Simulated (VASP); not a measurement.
Here is a VASP 6.6.1 calculation.

File INCAR:

```
ALGO = Normal
EDIFF = 1E-6
ENCUT = 520
GGA = PE
GGA_COMPAT = F
ISIF = 2
ISMEAR = 0
LASPH = T
LCHARG = F
LNONCOLLINEAR = T
LORBIT = 11
LORBMOM = T
LREAL = F
LSORBIT = T
LWAVE = F
MAGMOM = 0 0 0 0 0 0
NBANDS = 32
NELM = 150
PREC = Accurate
SIGMA = 0.02
```

KPOINTS

```
k-points
0
Gamma
  10 10 10
```

Contents of POSCAR:

```
TePb
1.0
    0.0000000000      3.2814533464      3.2814533464
    3.2814533464      0.0000000000      3.2814533464
    3.2814533464      3.2814533464      0.0000000000
Te Pb
1 1
Direct
    0.5000000000      0.5000000000      0.5000000000
    0.0000000000      0.0000000000      0.0000000000
```

Potentials or basis: VASP PAW PBE potentials, release 64 (Te, Pb_d).

Run with:

```bash
$ cat potpaw_PBE.64/Te/POTCAR potpaw_PBE.64/Pb_d/POTCAR > POTCAR
$ mpirun -np 1 vasp_ncl > vasp.out
```

Predict the pressure.

0.0 GPa.

Estimate the net moment.

0.00 μB per cell.

Moments on the atoms (μB; x, y, z):
```
Te  0.00 0.00 0.00
Pb  0.00 0.00 0.00
```
